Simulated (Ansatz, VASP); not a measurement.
## Two plane-wave programs on TaSi2

```xyz
9
Lattice="4.8799 0.0000 0.0000 -2.4399 4.2261 0.0000 0.0000 0.0000 6.5558" Properties=species:S:1:pos:R:3 pbc="T T T"
Ta    2.4399    0.0000    3.2779
Ta    1.2200    2.1131    5.4632
Ta   -1.2200    2.1131    1.0926
Si    0.0000    1.3462    3.2779
Si    3.7141    0.6731    5.4632
Si    1.2741    3.5530    1.0926
Si    2.4399    2.8799    3.2779
Si   -1.2741    3.5530    5.4632
Si    1.1658    0.6731    1.0926
```

Change from the starting cell: strain +0.025 along x and y, +0.000 along z, atoms carried along.

Alike in both runs: task single point; functional PBEsol; k mesh 12 × 12 × 6; occupations gaussian, width 0.15 eV; no spin polarisation.

```csv
,VASP,Ansatz
version,VASP 6.6.1,Ansatz 0.2.0
potentials or method,"VASP PAW PBE potentials, release 64 (Ta_pv, Si), cutoff 520 eV","scalar-relativistic, plane waves, PAW"
valence electrons in the cell,57,63
```

Ansatz gave:

| Property | Result |
| --- | --- |
| gap on the k mesh at the Fermi level (eV) | none |
| pressure (GPa) | -8.1 |
| traceless stress, the component that is largest in VASP (GPa) | 3.80 |
| rms of the force components (eV/Å) | 0.023 |

**Question.** Which values does VASP return?

**Answer.** gap on the k mesh at the Fermi level (eV): none; pressure (GPa): -7.8; traceless stress, the component that is largest in VASP (GPa): 3.86; rms of the force components (eV/Å): 0.025.

VASP's potentials were made for PBE, not for PBEsol. Atom by atom the forces differ by 0.001 eV/Å (rms over components). A gap of «none» marks a metal or a gap that the smearing closes. VASP's potentials hold 57 valence electrons a cell and Ansatz's 63, so a difference there can come from the potentials and not from the codes.

Neither program's run includes spin-orbit coupling.
